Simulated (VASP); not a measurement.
A run of VASP 6.6.1:

INCAR

```
ALGO = Normal ; EDIFF = 1E-6
ENCUT = 520 ; GGA = PS
ISIF = 2 ; ISMEAR = 1
LASPH = True ; LCHARG = False
LREAL = False ; LWAVE = False
NBANDS = 18 ; NELM = 100
PREC = Accurate ; SIGMA = 0.2
```

KPOINTS

```
k-points
0
Gamma
  10 10 6
```

File POSCAR:

```
AgAu
1.0
    2.9351666000      0.0000000000      0.0000000000
   -1.4675833000      2.5419288400      0.0000000000
    0.0000000000      0.0000000000      4.6969050500
Ag Au
1 1
Direct
    0.0000000000      0.0000000000      0.5000000000
    0.6666666667      0.3333333333      0.0000000000
```

Potentials or basis: VASP PAW PBE potentials, release 64 (Ag, Au).

Launch:

```bash
$ cat potpaw_PBE.64/Ag/POTCAR potpaw_PBE.64/Au/POTCAR > POTCAR
$ mpirun -np 1 vasp_std > vasp.out
```

Hardware: 1 thread of AMD EPYC 7R13, on a shared host.

**Question.** How long does it take, and how much memory?

**Answer.** Wall time 55 s on 1 thread of AMD EPYC 7R13, with other jobs on the host, peak memory 0.15 GiB. Counts: scf iterations 12, k points 56.
